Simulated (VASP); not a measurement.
Write the native input for VASP 6.6.1 that does the following.

| Property | Result |
| --- | --- |
| Task | electric field gradients |
| Functional | r2SCAN |
| Potentials or basis | VASP PAW PBE potentials, release 64 (Si) |
| Cutoff | 520 eV |
| k mesh | 11 × 11 × 11 |
| Occupations | fermi-dirac, width 0.08 eV |
| Spin | no spin polarisation |
| Dipole correction | no |
| Further INCAR settings | ALGO = Normal; EDIFF = 1e-08; NBANDS = 11 |

The system is Si.

```xyz
2
Lattice="0.0000 2.7155 2.7155 2.7155 0.0000 2.7155 2.7155 2.7155 0.0000" Properties=species:S:1:pos:R:3 pbc="T T T"
Si    2.7155    2.7155    2.7155
Si    4.0732    4.0732    4.0732
```

The input as run:

POSCAR

```
Si
1.0
    0.0000000000      2.7154700000      2.7154700000
    2.7154700000      0.0000000000      2.7154700000
    2.7154700000      2.7154700000      0.0000000000
Si
2
Direct
    0.5000000000      0.5000000000      0.5000000000
    0.7500000000      0.7500000000      0.7500000000
```

INCAR.step1

```
SYSTEM = Si
  ALGO = Normal
  EDIFF = 1E-4
  ENCUT = 520
  GGA = PE
  ISMEAR = -1
  LASPH = .TRUE.
  LCHARG = .FALSE.
  LREAL = .FALSE.
  LWAVE = .TRUE.
  NBANDS = 11
  NELM = 80
  PREC = Accurate
  SIGMA = 0.08
```

INCAR.step2

```
SYSTEM = Si
  ALGO = Normal
  EDIFF = 1E-8
  ENCUT = 520
  ISIF = 2
  ISMEAR = -1
  ISTART = 1
  LASPH = .TRUE.
  LCHARG = .FALSE.
  LEFG = .TRUE.
  LMIXTAU = .TRUE.
  LREAL = .FALSE.
  LWAVE = .FALSE.
  METAGGA = R2SCAN
  NBANDS = 11
  NELM = 80
  PREC = Accurate
  SIGMA = 0.08
```

KPOINTS

```
k-points
0
G
  11 11 11
  0 0 0
```

Potentials or basis: VASP PAW PBE potentials, release 64 (Si).

Run with:

```sh
$ cat potpaw_PBE.64/Si/POTCAR > POTCAR
$ cp INCAR.step1 INCAR
$ mpirun -np 1 vasp_std > vasp.out
$ cp INCAR.step2 INCAR
$ mpirun -np 1 vasp_std > vasp.out
```

Results of the run:

```json
{"Pressure": "0.5 GPa", "Band gap on the k mesh": "0.80 eV, indirect (least direct gap 2.76 eV)"}
```

Caveat: without QUAD_EFG the Cq values of the log hold for a quadrupole moment of 1 mb, not for the nuclei; the PAW data sets were made with another functional, which shifts forces and pressure a little.

It took 45 s on 1 thread of Intel(R) Xeon(R) 6975P-C (Granite Rapids), on a shared host, peak memory 0.17 GiB.
